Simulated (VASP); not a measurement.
A run of VASP 6.6.1 is set up as follows.

Contents of INCAR:

```
PREC     = Accurate       # precision mode
ENCUT    = 520            # plane-wave cutoff, eV
EDIFF    = 1E-6           # SCF threshold, eV
ISMEAR   = 0              # smearing method
SIGMA    = 0.03           # smearing width, eV
LREAL    = False          # projectors in reciprocal space
LASPH    = True           # aspherical terms in the spheres
NELM     = 80             # most SCF steps
ALGO     = Normal         # electronic algorithm
ISIF     = 2              # what is computed and relaxed
LWAVE    = False          # write WAVECAR
LCHARG   = False          # write CHGCAR
GGA      = PE             # functional
IVDW     = 12             # dispersion correction
NBANDS   = 50             # bands
ICORELEVEL= 1            
KPAR     = 2
```

KPOINTS

```
regular mesh
0
Gamma
  4 8 8
```

File POSCAR:

```
SnSe                                    
1.0
   11.4864948094      0.0000000000      0.0000000000
    0.0000000000      4.1722136735      0.0000000000
    0.0000000000     -0.0000000000      4.3796772134
  Sn              Se            
     4     4
Direct
     0.1176302908647919    0.2500000000000000    0.0931652734676234
     0.3823697091352080    0.7500000000000000    0.5931652734676235
     0.6176302908647916    0.2500000000000000    0.4068347265323766
     0.8823697091352084    0.7500000000000000    0.9068347265323765
     0.3570262768418762    0.2500000000000000    0.0220175693999826
     0.1429737231581238    0.7500000000000000    0.5220175693999826
     0.8570262768418760    0.2500000000000000    0.4779824306000175
     0.6429737231581240    0.7500000000000000    0.9779824306000174
```

The input KPOINTS_OPT:

```
explicit points
188
Reciprocal
 0.0000000000  0.0000000000  0.0000000000 1
 0.0000000000  0.0357142857  0.0000000000 1
 0.0000000000  0.0714285714  0.0000000000 1
 0.0000000000  0.1071428571  0.0000000000 1
 0.0000000000  0.1428571429  0.0000000000 1
 0.0000000000  0.1785714286  0.0000000000 1
[... 180 lines left out ...]
 0.0000000000  0.0000000000  0.5000000000 1
 0.5000000000  0.0000000000  0.0000000000 1
```

Potentials or basis: VASP PAW PBE potentials, release 64 (Sn_d, Se).

The run is started by

```sh
$ cat potpaw_PBE.64/Sn_d/POTCAR potpaw_PBE.64/Se/POTCAR > POTCAR
$ mpirun -np 2 vasp_std > vasp.out
```

Question: Estimate the pressure.

Answer: 0.0 GPa.

Question: Estimate the dispersion energy per atom.

Answer: -0.369 eV.

Question: Predict the band gap along the path.

Answer: 0.43 eV (least direct gap 0.52 eV).

Question: Estimate the largest force.

Answer: 0.003 eV/Å.

Core levels (eV, on the scale of the bands):
| atom | levels |
| --- | --- |
| 1 Sn | 1s -28997.1, 2s -4368.6, 2p -3920.2, 3s -834.8, 3p -688.3, 3d -463.1, 4s -123.7, 4p -79.5 |
| 2 Sn | 1s -28997.1, 2s -4368.6, 2p -3920.2, 3s -834.8, 3p -688.3, 3d -463.1, 4s -123.7, 4p -79.5 |
| 3 Sn | 1s -28997.1, 2s -4368.6, 2p -3920.2, 3s -834.8, 3p -688.3, 3d -463.1, 4s -123.7, 4p -79.5 |
| 4 Sn | 1s -28997.1, 2s -4368.6, 2p -3920.2, 3s -834.8, 3p -688.3, 3d -463.1, 4s -123.7, 4p -79.5 |
| 5 Se | 1s -12491.8, 2s -1595.3, 2p -1401.7, 3s -202.0, 3p -141.5, 3d -41.6 |
| 6 Se | 1s -12491.8, 2s -1595.3, 2p -1401.7, 3s -202.0, 3p -141.5, 3d -41.6 |

Caveat: spin-orbit coupling is left out, which moves the levels of the heavy elements; the mesh misses the band edges, which the band path finds closer together.

**Measured values to compare with.**

“Linear dichroism of the optical properties of SnS and SnSe van der Waals crystals”, 2024, arxiv:2409.17412 reports, for a bulk crystal of SnSe at 300 K: band gap 0.89 eV (indirect).

A measured gap of SnSe is 0.89 eV (indirect; 300 K; “Linear dichroism of the optical properties of SnS and SnSe van der Waals crystals”, 2024, arxiv:2409.17412); the calculated 0.43 eV misses it by -0.46 eV. 2 values of this kind are on record (0.89 to 0.99 eV); this one was drawn at random. Spin-orbit coupling on Se, Sn is left out. The value is that of PBE+D3(BJ), without temperature or zero-point motion. Semilocal functionals fall short of measured gaps as a rule.
